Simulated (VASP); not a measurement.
# Ir in VASP: single point with PBEsol

Aim: the single point of Ir with PBEsol.

All numbers are computed with VASP 6.6.1; they aren't measurements. Logs are shortened: lines on timing, memory, paths and dates and some standing lists are left out, and cuts for length are marked.

## (1) The cell of the first run

The cell holds a slab with vacuum, 5 atoms: a = 2.709 Å, b = 2.709 Å, c = 23.662 Å, α = 90.00°, β = 90.00°, γ = 90.00°.

## (2) Single point, PBEsol

POSCAR

```
Ir
1.0
    2.7088887785      0.0000000000      0.0000000000
    0.0000000000      2.7088887785      0.0000000000
    0.0000000000      0.0000000000     23.6619000000
Ir
5
Direct
    0.0000000000      0.0000000000      0.3380963809
    0.5000000000      0.5000000000      0.4190481902
    0.0000000000      0.0000000000      0.5000000000
    0.5000000000      0.5000000000      0.5809518098
    0.0000000000      0.0000000000      0.6619036191
```

INCAR.step1

```
ALGO = Normal ; DIPOL = 0.5 0.5 0.500
EDIFF = 1E-6 ; ENCUT = 520
GGA = PS ; IDIPOL = 3
ISIF = 2 ; ISMEAR = -1
LASPH = T ; LCHARG = T
LDIPOL = T ; LMAXMIX = 4
LREAL = F ; LWAVE = F
NBANDS = 30 ; NELM = 80
PREC = Accurate ; SIGMA = 0.05
```

KPOINTS.step1

```
k-points
0
Gamma
  13 13 1
```

INCAR.step2

```
ALGO = Normal ; DIPOL = 0.5 0.5 0.500
EDIFF = 1E-6 ; ENCUT = 520
GGA = PS ; ICHARG = 11
IDIPOL = 3 ; ISIF = 2
ISMEAR = -5 ; LASPH = T
LCHARG = F ; LDIPOL = T
LMAXMIX = 4 ; LORBIT = 11
LREAL = F ; LWAVE = F
NBANDS = 30 ; NEDOS = 2001
NELM = 80 ; PREC = Accurate
SIGMA = 0.05
```

KPOINTS.step2

```
k-points
0
Gamma
  20 20 1
```

Potentials or basis: VASP PAW PBE potentials, release 64 (Ir).

The run is started by

```console
> cat potpaw_PBE.64/Ir/POTCAR > POTCAR
> cp INCAR.step1 INCAR
> cp KPOINTS.step1 KPOINTS
> mpirun -np 1 vasp_std > vasp.out
> cp INCAR.step2 INCAR
> cp KPOINTS.step2 KPOINTS
> mpirun -np 1 vasp_std > vasp.out
```

OUTCAR:

```text
EDIFF = 1E-6
   ENCUT = 520
   GGA = PS
   ICHARG = 11
   ISIF = 2
   ISMEAR = -5
   LASPH = T
   LORBIT = 11
   LREAL = F
   NELM = 80
   PREC = Accurate

 ion  position               nearest neighbor table
   1  0.000  0.000  0.338-   2 2.71   2 2.71   2 2.71   2 2.71
   2  0.500  0.500  0.419-   1 2.71   1 2.71   1 2.71   1 2.71   3 2.71   3 2.71   3 2.71   3 2.71

   3  0.000  0.000  0.500-   2 2.71   4 2.71   2 2.71   4 2.71   2 2.71   4 2.71   2 2.71   4 2.71

   4  0.500  0.500  0.581-   5 2.71   5 2.71   5 2.71   5 2.71   3 2.71   3 2.71   3 2.71   3 2.71

   5  0.000  0.000  0.662-   4 2.71   4 2.71   4 2.71   4 2.71

  LATTYP: Found a simple tetragonal cell.
 ALAT       =     2.7088887785
 C/A-ratio  =     8.7349101181

  Lattice vectors:

 A1 = (   2.7088887785,   0.0000000000,   0.0000000000)
 A2 = (   0.0000000000,   2.7088887785,   0.0000000000)
 A3 = (   0.0000000000,   0.0000000000,  23.6619000000)

Analysis of symmetry for initial positions (statically):
=====================================================================
 Subroutine PRICEL returns:
 Original cell was already a primitive cell.

 Routine SETGRP: Setting up the symmetry group for a
 simple tetragonal supercell.

 Subroutine GETGRP returns: Found 16 space group operations
 (whereof 16 operations were pure point group operations)
 out of a pool of 16 trial point group operations.

The static configuration has the point symmetry D_4h.

Analysis of symmetry for dynamics (positions and initial velocities):
=====================================================================
 Subroutine PRICEL returns:
 Original cell was already a primitive cell.

 Routine SETGRP: Setting up the symmetry group for a
 simple tetragonal supercell.

 Subroutine GETGRP returns: Found 16 space group operations
 (whereof 16 operations were pure point group operations)
 out of a pool of 16 trial point group operations.

The dynamic configuration has the point symmetry D_4h.

 Subroutine INISYM returns: Found 16 space group operations
 (whereof 16 operations are pure point group operations),
 and found     1 'primitive' translations

----------------------------------------------------------------------------------------

                                     Primitive cell

  volume of cell :     173.6329

  direct lattice vectors                    reciprocal lattice vectors
     2.708888778  0.000000000  0.000000000     0.369155060  0.000000000  0.000000000
     0.000000000  2.708888778  0.000000000     0.000000000  0.369155060  0.000000000
     0.000000000  0.000000000 23.661900000     0.000000000  0.000000000  0.042262033

  length of vectors
     2.708888778  2.708888778 23.661900000     0.369155060  0.369155060  0.042262033

  position of ions in fractional coordinates (direct lattice)
     0.000000000  0.000000000  0.338096381
     0.500000000  0.500000000  0.419048190
     0.000000000  0.000000000  0.500000000
     0.500000000  0.500000000  0.580951810
     0.000000000  0.000000000  0.661903619

  ion indices of the primitive-cell ions
   primitive index   ion index
                 1           1
                 2           2
                 3           3
                 4           4
                 5           5

----------------------------------------------------------------------------------------

 KPOINTS: k-points

Automatic generation of k-mesh.
 Grid dimensions read from file:
 generate k-points for:   20   20    1

 Generating k-lattice:

  Cartesian coordinates                     Fractional coordinates (reciprocal lattice)
     0.018457753  0.000000000  0.000000000     0.050000000  0.000000000  0.000000000
     0.000000000  0.018457753  0.000000000     0.000000000  0.050000000  0.000000000
     0.000000000  0.000000000  0.042262033     0.000000000  0.000000000  1.000000000

  Length of vectors
     0.018457753  0.018457753  0.042262033

  Shift w.r.t. Gamma in fractional coordinates (k-lattice)
     0.000000000  0.000000000  0.000000000

 TETIRR: Found    610 inequivalent tetrahedra from     2400

 Subroutine IBZKPT returns following result:
 ===========================================

 Found     66 irreducible k-points:

 Following reciprocal coordinates:
            Coordinates               Weight
  0.000000  0.000000  0.000000      1.000000
  0.050000  0.000000  0.000000      4.000000
  0.100000  0.000000  0.000000      4.000000
  0.150000  0.000000  0.000000      4.000000
  0.200000  0.000000  0.000000      4.000000
  0.250000  0.000000  0.000000      4.000000
[... 16 lines left out ...]
  0.150000  0.100000  0.000000      8.000000
  0.200000  0.100000  0.000000      8.000000
 [... further k-points ...]
   k-points           NKPTS =     66   k-points in BZ     NKDIM =     66   number of bands    NBANDS=     30
   number of dos      NEDOS =   2001   number of ions     NIONS =      5
   total plane-waves  NPLWV =  72000
   dimension x,y,z NGX =    20 NGY =   20 NGZ =  180
   dimension x,y,z NGXF=    40 NGYF=   40 NGZF=  360
   ions per type =               5
   NGX,Y,Z   is equivalent  to a cutoff of  12.27, 12.27, 12.65 a.u.
   NGXF,Y,Z  is equivalent  to a cutoff of  24.55, 24.55, 25.29 a.u.
 SYSTEM =  unknown system
   PREC   = accura    normal or accurate (medium, high low for compatibility)
   ISTART =      0    job   : 0-new  1-cont  2-samecut
   ICHARG =     11    charge: 1-file 2-atom 10-const
   ISPIN  =      1    spin polarized calculation?
   LNONCOLLINEAR =      F non collinear calculations
   LSORBIT =      F    spin-orbit coupling
   LASPH  =      T    aspherical Exc in radial PAW
   ENCUT  =  520.0 eV  38.22 Ry    6.18 a.u.   5.04  5.04 44.00*2*pi/ulx,y,z
   NELM   =     80;   NELMIN=  2; NELMDL=  0     # of ELM steps
   EDIFF  = 0.1E-05   stopping-criterion for ELM
   LREAL  =      F    real-space projection
   EDIFFG = 0.1E-04   stopping-criterion for IOM
   NSW    =      0    number of steps for IOM
   IBRION =     -1    ionic relax: 0-MD 1-quasi-New 2-CG
   NFREE  =      0    steps in history (QN), initial steepest desc. (CG)
   ISIF   =      2    stress and relaxation
   ISYM   =      2    0-nonsym 1-usesym 2-fastsym
   POTIM  = 0.5000    time-step for ionic-motion
   TEBEG  =    0.0;   TEEND  =   0.0 temperature during run
   PSTRESS=    0.0 pullay stress
   NELECT =      45.0000    total number of electrons
   NUPDOWN=      -1.0000    fix difference up-down
   EMIN   =  10.00;   EMAX   =-10.00  energy-range for DOS
   EFERMI =   0.00;   METHOD = LEGACY
   ISMEAR =    -5;   SIGMA  =   0.05  broadening in eV -4-tet -1-fermi 0-gaus
   EFERMI_NEDOS =   21; number of points for ismear=-14 and -15
   IALGO  =     38    algorithm
   IMIX   =      4    mixing-type and parameters
     AMIX     =   0.40;   BMIX     =  1.00
     AMIX_MAG =   1.60;   BMIX_MAG =  1.00
  volume/ion in A,a.u.               =      34.73       234.35
  Fermi-wavevector in a.u.,A,eV,Ry     =   1.043762  1.972425 14.822733  1.089440
  Thomas-Fermi vector in A             =   2.178486
   LORBIT       =     11    0 simple, 1 ext, 2 COOP (PROOUT), +10 PAW based schemes
   GGA     = PS    functional components
   LHFCALC =     F    Hartree Fock is set to
   AEXX    =    0.0000 exact exchange contribution
   IVDW    =     0    specifies the selected vdW correction
   LEPSILON=     F    determine dielectric tensor
   LRPA    =     F    only Hartree local field effects (RPA)
 non-spin polarized calculation
 Fermi weights with tetrahedron method with Bloechl corrections
  energy-cutoff  :      520.00
  volume of cell :      173.63
 maximum number of plane-waves:      4721

 number of electron      44.9999994 magnetization

 dipolmoment           0.000000      0.000000     -0.000000 electrons x Angstroem

 Free energy of the ion-electron system (eV)
  ---------------------------------------------------
  ext. energy  EPLUGINS =         0.00000000
  ---------------------------------------------------
  free energy    TOTEN  =       -45.95380274 eV

  energy without entropy =      -45.95380274  energy(sigma->0) =      -45.95380274

 E-fermi :   0.7714     XC(G=0):  -6.6130

 val. band max:        0.8608346996   @ k =   0.1000   0.1000   0.0000
 cond. band min:       0.7001943678   @ k =   0.3000   0.0000   0.0000
 fundamental gap:     -0.1606403318
 Fermi energy:         0.7714258022

 k-point     1 :       0.0000    0.0000    0.0000
  band No.  band energies     occupation
      1      -9.9136      2.00000
      2      -8.4342      2.00000
      3      -7.1285      2.00000
      4      -6.4315      2.00000
      5      -6.3863      2.00000
      6      -6.1604      2.00000
[... 22 lines left out ...]
     29       2.0059      0.00000
     30       2.0059      0.00000

 k-point     2 :       0.0500    0.0000    0.0000
  band No.  band energies     occupation
      1      -9.8419      2.00000
      2      -8.3714      2.00000
      3      -7.0690      2.00000
      4      -6.3751      2.00000
      5      -6.3358      2.00000
      6      -6.0982      2.00000
[... 22 lines left out ...]
     29       1.8173      0.00000
     30       2.0475      0.00000

 k-point     3 :       0.1000    0.0000    0.0000
  band No.  band energies     occupation
      1      -9.6317      2.00000
      2      -8.1931      2.00000
      3      -6.9109      2.00000
      4      -6.2293      2.00000
      5      -6.1700      2.00000
      6      -5.9438      2.00000
[... 22 lines left out ...]
     29       2.0831      0.00000
     30       2.5245      0.00000

 k-point     4 :       0.1500    0.0000    0.0000
  band No.  band energies     occupation
      1      -9.2971      2.00000
      2      -7.9295      2.00000
      3      -6.7107      2.00000
      4      -6.0372      2.00000
      5      -5.8793      2.00000
      6      -5.7766      2.00000
[... 22 lines left out ...]
     29       2.0531      0.00000
     30       3.2336      0.00000

 k-point     5 :       0.2000    0.0000    0.0000
  band No.  band energies     occupation
      1      -8.8627      2.00000
      2      -7.6323      2.00000
      3      -6.5336      2.00000
      4      -5.8592      2.00000
      5      -5.6401      2.00000
      6      -5.4662      2.00000
[... 22 lines left out ...]
     29       1.9516      0.00000
     30       3.9262      0.00000
[... 526 lines left out ...]
     29       3.5871      0.00000
     30       3.5988      0.00000

 k-point    22 :       0.1000    0.1000    0.0000
  band No.  band energies     occupation
      1      -9.3510      2.00000
      2      -7.9411      2.00000
      3      -6.6579      2.00000
      4      -5.9993      2.00000
      5      -5.9892      2.00000
      6      -5.6608      2.00000
[... 22 lines left out ...]
     29       1.9738      0.00000
     30       3.3022      0.00000

 k-point    23 :       0.1500    0.1000    0.0000
  band No.  band energies     occupation
      1      -9.0187      2.00000
      2      -7.6644      2.00000
      3      -6.4208      2.00000
      4      -5.7788      2.00000
      5      -5.7378      2.00000
      6      -5.4436      2.00000
[... 22 lines left out ...]
     29       2.1390      0.00000
     30       3.8644      0.00000

 k-point    24 :       0.2000    0.1000    0.0000
  band No.  band energies     occupation
      1      -8.5888      2.00000
      2      -7.3515      2.00000
      3      -6.2168      2.00000
      4      -5.5977      2.00000
      5      -5.3512      2.00000
      6      -5.3046      2.00000
[... 22 lines left out ...]
     29       2.5329      0.00000
     30       4.4414      0.00000

 [... further k-points ...]

------------------------ aborting loop because EDIFF is reached ----------------------------------------

 vacuum level on the upper side and lower side of the slab       (xc-potential included)        -0.198        -0.198

  FORCE on cell =-STRESS in cart. coord.  units (eV):
  Direction    XX          YY          ZZ          XY          YZ          ZX
  --------------------------------------------------------------------------------------
  -------------------------------------------------------------------------------------
  Total       -5.5955472     -5.5955472     -4.2108104      0.0000000      0.0000000      0.0000000
  in kB      -51.6322654    -51.6322654    -38.8547666      0.0000000      0.0000000      0.0000000
  external PRESSURE =     -47.3730991 kB  Pullay stress =       0.0000000 kB

 VOLUME and BASIS-vectors are now :
 -----------------------------------------------------------------------------
  energy-cutoff  :      520.00
  volume of cell :      173.63
      direct lattice vectors                 reciprocal lattice vectors
     2.708888778  0.000000000  0.000000000     0.369155060  0.000000000  0.000000000
     0.000000000  2.708888778  0.000000000     0.000000000  0.369155060  0.000000000
     0.000000000  0.000000000 23.661900000     0.000000000  0.000000000  0.042262033

 POSITION                                       TOTAL-FORCE (eV/Angst)
 -----------------------------------------------------------------------------------
      0.00000      0.00000      8.00000        -0.000000     -0.000000      1.154652
      1.35444      1.35444      9.91548        -0.000000      0.000000     -1.256826
      0.00000      0.00000     11.83095        -0.000000      0.000000      0.000000
      1.35444      1.35444     13.74642         0.000000      0.000000      1.256826
      0.00000      0.00000     15.66190         0.000000     -0.000000     -1.154652
 -----------------------------------------------------------------------------------
    total drift:                                0.000000     -0.000000     -0.000000

  FREE ENERGIE OF THE ION-ELECTRON SYSTEM (eV)
  ---------------------------------------------------
  free  energy   TOTEN  =       -45.9538027447 eV

  energy  without entropy=      -45.9538027447  energy(sigma->0) =      -45.95380274

 vacuum level on the upper side and lower side of the slab         6.241         6.241

 total charge

# of ion       s       p       d       tot
------------------------------------------
    1        0.649   0.509   6.923   8.081
    2        0.671   0.737   6.948   8.355
    3        0.677   0.752   6.984   8.414
    4        0.671   0.737   6.948   8.355
    5        0.649   0.509   6.923   8.081
--------------------------------------------------
tot          3.316   3.243  34.727  41.287
```

It took 3.4 min on 1 thread of Intel Xeon 6975P-C (Granite Rapids), shared host; peak memory 0.4 GiB.

Results:

```
Valence electrons inside the program's atomic spheres : Ir 8.08, 8.36, 8.41 (each value once)
```

Caveat: the PAW data sets were made with another functional, which shifts forces and pressure a little; spin-orbit coupling is left out, which moves the levels of the heavy elements; tetrahedron occupations give inexact forces and stress in metals.
